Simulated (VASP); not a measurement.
Wanted: the native input for a VASP 6.6.1 run.

* Task: relaxation of shape and atoms at fixed volume
* Functional: PBE
* Dispersion: D3(BJ)
* Potentials or basis: VASP PAW PBE potentials, release 64 (H, Cl, F)
* Cutoff: 600 eV
* k mesh: 12 × 12 × 6
* Occupations: gaussian, width 0.02 eV
* Spin: no spin polarisation
* Dipole correction: no
* Further INCAR settings: ALGO = Normal; EDIFF = 1e-07; IBRION = 2; EDIFFG = -0.01; NSW = 50; ISIF = 4

The structure of HClF2 lies in POSCAR:

```
HClF2
1.0
    3.8827665870      0.0000000000      0.0000000000
   -1.9413832935      3.3625745013      0.0000000000
    0.0000000000      0.0000000000      6.1132425845
H Cl F
1 1 2
Direct
    0.0000000000      0.0000000000      0.5000000000
    0.0000000000      0.0000000000      0.0000000000
    0.0000000000      0.0000000000      0.3128138992
    0.0000000000      0.0000000000      0.6871861008
```

One way to write it, as run:

INCAR

```
PREC = Accurate
ENCUT = 600
EDIFF = 1E-7
ISMEAR = 0
SIGMA = 0.02
LREAL = False
LASPH = True
NELM = 100
ALGO = Normal
ISIF = 4
LWAVE = False
LCHARG = False
GGA = PE
IVDW = 12
IBRION = 2
NSW = 50
EDIFFG = -0.01
```

KPOINTS

```
regular mesh
0
Gamma
  12 12 6
```

Potentials or basis: VASP PAW PBE potentials, release 64 (H, Cl, F).

Command:

```sh
$ cat potpaw_PBE.64/H/POTCAR potpaw_PBE.64/Cl/POTCAR potpaw_PBE.64/F/POTCAR > POTCAR
$ mpirun -np 1 vasp_std > vasp.out
```

It gave:

```yaml
Energy_gained_by_relaxing: 1.8 meV/atom
Ionic_steps: 5
Pressure_after_relaxing: -0.4 GPa
Band_gap_on_the_k_mesh: 1.31 eV
Dispersion_energy_per_atom: -0.043 eV
```

It took 6.4 min on 1 thread of Intel Xeon 8259CL, with other jobs on the host, peak memory 0.29 GiB.
